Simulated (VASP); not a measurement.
# Ge2Sb2O (P4/mmm) in VASP: single point with PBE

Aim: the single point of Ge2Sb2O with PBE.

All numbers are computed with VASP 6.6.1; they aren't measurements. Logs are shortened: lines on timing, memory, paths and dates and some standing lists are left out, and cuts for length are marked.

## Step 1: The cell of the first run

It takes space group P4/mmm (No. 123, tetragonal). Conventional cell: a = 4.433 Å, b = 4.433 Å, c = 6.013 Å, α = 90.00°, β = 90.00°, γ = 90.00°. Within 3.6 Å of Ge (site symmetry 4mm) lie 4 Sb at 2.71 Å and 2 Ge at 2.89 to 3.13 Å and 4 O at 3.45 Å. Within 3.8 Å of Sb (site symmetry mmm) lie 4 Ge at 2.71 Å and 4 Sb at 3.13 Å and 4 O at 3.74 Å. O (site symmetry 4/mmm) has 8 Ge at 3.45 Å and 8 Sb at 3.74 Å and 4 O at 4.43 Å within 4.5 Å.

The cell was generated, and may not be a known phase.

## Step 2: Single point, PBE

Contents of INCAR:

```
SYSTEM = Ge2Sb2O
ALGO = Normal ; EDIFF = 1E-6
ENCUT = 520 ; GGA = PE
ISIF = 2 ; ISMEAR = 0
LASPH = .True. ; LCHARG = .True.
LELF = .True. ; LREAL = .False.
LVHAR = .True. ; LWAVE = .False.
NBANDS = 30 ; NELM = 80
PREC = Accurate ; SIGMA = 0.1
```

Contents of KPOINTS:

```
k-points
0
Gamma
  4 4 4
  0 0 0
```

Contents of POSCAR:

```
Ge2Sb2O
1.0
    4.4327953900      0.0000000000      0.0000000000
    0.0000000000      4.4327953900      0.0000000000
    0.0000000000      0.0000000000      6.0129564300
Ge Sb O
2 2 1
Direct
    0.5000000000      0.5000000000      0.2399999900
    0.5000000000      0.5000000000      0.7600000100
    0.0000000000      0.5000000000      0.5000000000
    0.5000000000      0.0000000000      0.5000000000
    0.0000000000      0.0000000000      0.0000000000
```

Potentials or basis: VASP PAW PBE potentials, release 64 (Ge_d, Sb, O).

On the command line:

```bash
$ cat potpaw_PBE.64/Ge_d/POTCAR potpaw_PBE.64/Sb/POTCAR potpaw_PBE.64/O/POTCAR > POTCAR
$ mpirun -np 1 vasp_std > vasp.out
```

OUTCAR:

```text
SYSTEM = Ge2Sb2O
   EDIFF = 1E-6
   ENCUT = 520
   GGA = PE
   ISIF = 2
   ISMEAR = 0
   LASPH = .True.
   LREAL = .False.
   NELM = 80
   PREC = Accurate

 ion  position               nearest neighbor table
   1  0.500  0.500  0.240-   3 2.71   4 2.71   4 2.71   3 2.71   2 2.89
   2  0.500  0.500  0.760-   3 2.71   4 2.71   4 2.71   3 2.71   1 2.89
   3  0.000  0.500  0.500-   1 2.71   2 2.71   1 2.71   2 2.71   4 3.13   4 3.13   4 3.13   4 3.13

   4  0.500  0.000  0.500-   1 2.71   2 2.71   1 2.71   2 2.71   3 3.13   3 3.13   3 3.13   3 3.13

   5  0.000  0.000  0.000-

  LATTYP: Found a simple tetragonal cell.
 ALAT       =     4.4327953900
 C/A-ratio  =     1.3564705566

  Lattice vectors:

 A1 = (   4.4327953900,   0.0000000000,   0.0000000000)
 A2 = (   0.0000000000,   4.4327953900,   0.0000000000)
 A3 = (   0.0000000000,   0.0000000000,   6.0129564300)

Analysis of symmetry for initial positions (statically):
=====================================================================
 Subroutine PRICEL returns:
 Original cell was already a primitive cell.

 Routine SETGRP: Setting up the symmetry group for a
 simple tetragonal supercell.

 Subroutine GETGRP returns: Found 16 space group operations
 (whereof 16 operations were pure point group operations)
 out of a pool of 16 trial point group operations.

The static configuration has the point symmetry D_4h.

Analysis of symmetry for dynamics (positions and initial velocities):
=====================================================================
 Subroutine PRICEL returns:
 Original cell was already a primitive cell.

 Routine SETGRP: Setting up the symmetry group for a
 simple tetragonal supercell.

 Subroutine GETGRP returns: Found 16 space group operations
 (whereof 16 operations were pure point group operations)
 out of a pool of 16 trial point group operations.

The dynamic configuration has the point symmetry D_4h.

 Subroutine INISYM returns: Found 16 space group operations
 (whereof 16 operations are pure point group operations),
 and found     1 'primitive' translations

----------------------------------------------------------------------------------------

                                     Primitive cell

  volume of cell :     118.1526

  direct lattice vectors                    reciprocal lattice vectors
     4.432795390  0.000000000  0.000000000     0.225591283  0.000000000  0.000000000
     0.000000000  4.432795390  0.000000000     0.000000000  0.225591283  0.000000000
     0.000000000  0.000000000  6.012956430     0.000000000  0.000000000  0.166307541

  length of vectors
     4.432795390  4.432795390  6.012956430     0.225591283  0.225591283  0.166307541

  position of ions in fractional coordinates (direct lattice)
     0.500000000  0.500000000  0.239999990
     0.500000000  0.500000000  0.760000010
     0.000000000  0.500000000  0.500000000
     0.500000000  0.000000000  0.500000000
     0.000000000  0.000000000  0.000000000

  ion indices of the primitive-cell ions
   primitive index   ion index
                 1           1
                 2           2
                 3           3
                 4           4
                 5           5

----------------------------------------------------------------------------------------

 KPOINTS: k-points

Automatic generation of k-mesh.
 Grid dimensions read from file:
 generate k-points for:    4    4    4

 Generating k-lattice:

  Cartesian coordinates                     Fractional coordinates (reciprocal lattice)
     0.056397821  0.000000000  0.000000000     0.250000000  0.000000000  0.000000000
     0.000000000  0.056397821  0.000000000     0.000000000  0.250000000  0.000000000
     0.000000000  0.000000000  0.041576885     0.000000000  0.000000000  0.250000000

  Length of vectors
     0.056397821  0.056397821  0.041576885

  Shift w.r.t. Gamma in fractional coordinates (k-lattice)
     0.000000000  0.000000000  0.000000000

 Subroutine IBZKPT returns following result:
 ===========================================

 Found     18 irreducible k-points:

 Following reciprocal coordinates:
            Coordinates               Weight
  0.000000  0.000000  0.000000      1.000000
  0.250000  0.000000  0.000000      4.000000
  0.500000  0.000000  0.000000      2.000000
  0.250000  0.250000  0.000000      4.000000
  0.500000  0.250000  0.000000      4.000000
  0.500000  0.500000  0.000000      1.000000
[... 10 lines left out ...]
  0.500000  0.250000  0.500000      4.000000
  0.500000  0.500000  0.500000      1.000000
   k-points           NKPTS =     18   k-points in BZ     NKDIM =     18   number of bands    NBANDS=     30
   number of dos      NEDOS =    301   number of ions     NIONS =      5
   total plane-waves  NPLWV =  62208
   dimension x,y,z NGX =    36 NGY =   36 NGZ =   48
   dimension x,y,z NGXF=    72 NGYF=   72 NGZF=   96
   ions per type =               2   2   1
   NGX,Y,Z   is equivalent  to a cutoff of  13.50, 13.50, 13.27 a.u.
   NGXF,Y,Z  is equivalent  to a cutoff of  27.00, 27.00, 26.54 a.u.
 SYSTEM =  Ge2Sb2O
   PREC   = accura    normal or accurate (medium, high low for compatibility)
   ISTART =      0    job   : 0-new  1-cont  2-samecut
   ICHARG =      2    charge: 1-file 2-atom 10-const
   ISPIN  =      1    spin polarized calculation?
   LNONCOLLINEAR =      F non collinear calculations
   LSORBIT =      F    spin-orbit coupling
   LASPH  =      T    aspherical Exc in radial PAW
   ENCUT  =  520.0 eV  38.22 Ry    6.18 a.u.   8.24  8.24 11.18*2*pi/ulx,y,z
   NELM   =     80;   NELMIN=  2; NELMDL= -5     # of ELM steps
   EDIFF  = 0.1E-05   stopping-criterion for ELM
   LREAL  =      F    real-space projection
   EDIFFG = 0.1E-04   stopping-criterion for IOM
   NSW    =      0    number of steps for IOM
   IBRION =     -1    ionic relax: 0-MD 1-quasi-New 2-CG
   NFREE  =      0    steps in history (QN), initial steepest desc. (CG)
   ISIF   =      2    stress and relaxation
   ISYM   =      2    0-nonsym 1-usesym 2-fastsym
   POTIM  = 0.5000    time-step for ionic-motion
   TEBEG  =    0.0;   TEEND  =   0.0 temperature during run
   PSTRESS=    0.0 pullay stress
   NELECT =      44.0000    total number of electrons
   NUPDOWN=      -1.0000    fix difference up-down
   EMIN   =  10.00;   EMAX   =-10.00  energy-range for DOS
   EFERMI =   0.00;   METHOD = LEGACY
   ISMEAR =     0;   SIGMA  =   0.10  broadening in eV -4-tet -1-fermi 0-gaus
   EFERMI_NEDOS =   21; number of points for ismear=-14 and -15
   IALGO  =     38    algorithm
   IMIX   =      4    mixing-type and parameters
     AMIX     =   0.40;   BMIX     =  1.00
     AMIX_MAG =   1.60;   BMIX_MAG =  1.00
  volume/ion in A,a.u.               =      23.63       159.47
  Fermi-wavevector in a.u.,A,eV,Ry     =   1.177817  2.225752 18.874730  1.387253
  Thomas-Fermi vector in A             =   2.314157
   LORBIT       =      0    0 simple, 1 ext, 2 COOP (PROOUT), +10 PAW based schemes
   GGA     = PE    functional components
   LHFCALC =     F    Hartree Fock is set to
   AEXX    =    0.0000 exact exchange contribution
   IVDW    =     0    specifies the selected vdW correction
   LEPSILON=     F    determine dielectric tensor
   LRPA    =     F    only Hartree local field effects (RPA)
 non-spin polarized calculation
 Gauss-broadening in eV      SIGMA  =   0.10
  energy-cutoff  :      520.00
  volume of cell :      118.15
 maximum number of plane-waves:      3208
 NGX is ok and might be reduce to    36
   NGX = 17   NGY = 17   NGZ = 23

 number of electron      43.9999991 magnetization

 Free energy of the ion-electron system (eV)
  ---------------------------------------------------
  ext. energy  EPLUGINS =         0.00000000
  ---------------------------------------------------
  free energy    TOTEN  =       -17.83481520 eV

  energy without entropy =      -17.79969865  energy(sigma->0) =      -17.81725692

 E-fermi :   4.9921     XC(G=0):  -9.6023

 val. band max:        4.9503464841   @ k =   0.5000   0.0000   0.0000
 cond. band min:       4.9980372446   @ k =   0.5000   0.0000   0.0000
 fundamental gap:      0.0476907605
 Fermi energy:         4.9921048772

 k-point     1 :       0.0000    0.0000    0.0000
  band No.  band energies     occupation
      1     -20.0256      2.00000
      2     -20.0055      2.00000
      3     -20.0055      2.00000
      4     -19.9947      2.00000
      5     -19.9898      2.00000
      6     -19.9737      2.00000
[... 22 lines left out ...]
     29       9.9726      0.00000
     30      10.3890      0.00000

 k-point     2 :       0.2500    0.0000    0.0000
  band No.  band energies     occupation
      1     -20.0257      2.00000
      2     -20.0062      2.00000
      3     -20.0053      2.00000
      4     -19.9937      2.00000
      5     -19.9885      2.00000
      6     -19.9741      2.00000
[... 22 lines left out ...]
     29       9.5033      0.00000
     30      10.7500      0.00000

 k-point     3 :       0.5000    0.0000    0.0000
  band No.  band energies     occupation
      1     -20.0257      2.00000
      2     -20.0070      2.00000
      3     -20.0051      2.00000
      4     -19.9927      2.00000
      5     -19.9870      2.00000
      6     -19.9745      2.00000
[... 22 lines left out ...]
     29      10.1802      0.00000
     30      11.4246      0.00000

 k-point     4 :       0.2500    0.2500    0.0000
  band No.  band energies     occupation
      1     -20.0257      2.00000
      2     -20.0061      2.00000
      3     -20.0060      2.00000
      4     -19.9926      2.00000
      5     -19.9871      2.00000
      6     -19.9745      2.00000
[... 418 lines left out ...]
     29      10.2951      0.00000
     30      10.4966      0.00000

 k-point    17 :       0.5000    0.2500    0.5000
  band No.  band energies     occupation
      1     -19.9899      2.00000
      2     -19.9898      2.00000
      3     -19.9894      2.00000
      4     -19.9881      2.00000
      5     -19.9881      2.00000
      6     -19.9870      2.00000
[... 22 lines left out ...]
     29      10.1064      0.00000
     30      10.4038      0.00000

 k-point    18 :       0.5000    0.5000    0.5000
  band No.  band energies     occupation
      1     -19.9898      2.00000
      2     -19.9898      2.00000
      3     -19.9887      2.00000
      4     -19.9879      2.00000
      5     -19.9879      2.00000
      6     -19.9879      2.00000
[... 22 lines left out ...]
     29      10.7330      0.00000
     30      10.7330      0.00000

------------------------ aborting loop because EDIFF is reached ----------------------------------------

  FORCE on cell =-STRESS in cart. coord.  units (eV):
  Direction    XX          YY          ZZ          XY          YZ          ZX
  --------------------------------------------------------------------------------------
  -------------------------------------------------------------------------------------
  Total        5.9004598      5.9004598      3.8448098      0.0000000      0.0000000      0.0000000
  in kB       80.0116107     80.0116107     52.1365170      0.0000000      0.0000000      0.0000000
  external PRESSURE =      70.7199128 kB  Pullay stress =       0.0000000 kB

 VOLUME and BASIS-vectors are now :
 -----------------------------------------------------------------------------
  energy-cutoff  :      520.00
  volume of cell :      118.15
      direct lattice vectors                 reciprocal lattice vectors
     4.432795390  0.000000000  0.000000000     0.225591283  0.000000000  0.000000000
     0.000000000  4.432795390  0.000000000     0.000000000  0.225591283  0.000000000
     0.000000000  0.000000000  6.012956430     0.000000000  0.000000000  0.166307541

 POSITION                                       TOTAL-FORCE (eV/Angst)
 -----------------------------------------------------------------------------------
      2.21640      2.21640      1.44311         0.000000      0.000000     -3.219837
      2.21640      2.21640      4.56985        -0.000000      0.000000      3.219837
      0.00000      2.21640      3.00648        -0.000000     -0.000000      0.000000
      2.21640      0.00000      3.00648        -0.000000     -0.000000      0.000000
      0.00000      0.00000      0.00000        -0.000000     -0.000000      0.000000
 -----------------------------------------------------------------------------------
    total drift:                                0.000000      0.000000     -0.000000

  FREE ENERGIE OF THE ION-ELECTRON SYSTEM (eV)
  ---------------------------------------------------
  free  energy   TOTEN  =       -17.8348151984 eV

  energy  without entropy=      -17.7996986492  energy(sigma->0) =      -17.81725692
```

Wall time 2.2 min (1 thread of AMD EPYC 7R43 (Zen 3), shared host); peak memory 0.22 GiB.

Results:

- Free energy: -17.8348 eV
- Pressure: 7.1 GPa
- Largest force: 3.220 eV/Å
- Band gap on the k mesh: zero (bands 22 and 23 overlap by 0.80 eV)

Forces in eV/Å, atoms in the order of the input:
```
Ge   0.000  0.000 -3.220
Ge   0.000  0.000  3.220
Sb   0.000  0.000  0.000
Sb   0.000  0.000  0.000
O    0.000  0.000  0.000
```

Levels at points of the mesh, in eV from the Fermi level:
| k point | band 19 | band 20 | band 21 | band 22 | band 23 | band 24 | band 25 | band 26 |
| --- | --- | --- | --- | --- | --- | --- | --- | --- |
| (0.00, 0.00, 0.00) | -0.54 | -0.33 | -0.33 | 0.47 | 0.69 | 0.69 | 1.78 | 1.80 |
| (0.50, 0.00, 0.00) | -1.32 | -0.36 | -0.05 | -0.04 | 0.01 | 0.94 | 1.29 | 1.40 |
| (0.50, 0.50, 0.00) | -3.31 | -0.98 | -0.98 | -0.63 | 2.52 | 2.52 | 3.89 | 5.28 |
| (0.00, 0.00, 0.50) | -1.01 | -1.01 | -0.99 | 0.27 | 0.87 | 0.87 | 1.16 | 2.03 |
| (0.50, 0.00, 0.50) | -1.12 | -0.85 | -0.64 | -0.43 | -0.33 | 0.15 | 0.18 | 2.65 |
| (0.50, 0.50, 0.50) | -0.96 | -0.13 | -0.06 | -0.06 | 0.08 | 3.33 | 3.33 | 3.91 |

Caveat: the cell stands under pressure; spin-orbit coupling is left out, which moves the levels of the heavy elements; forces of over 1 eV/Å act on the atoms, so gaps and moduli don't describe the material at rest.

The gap in the log of VASP goes by the Fermi energy; the results here count the filled bands.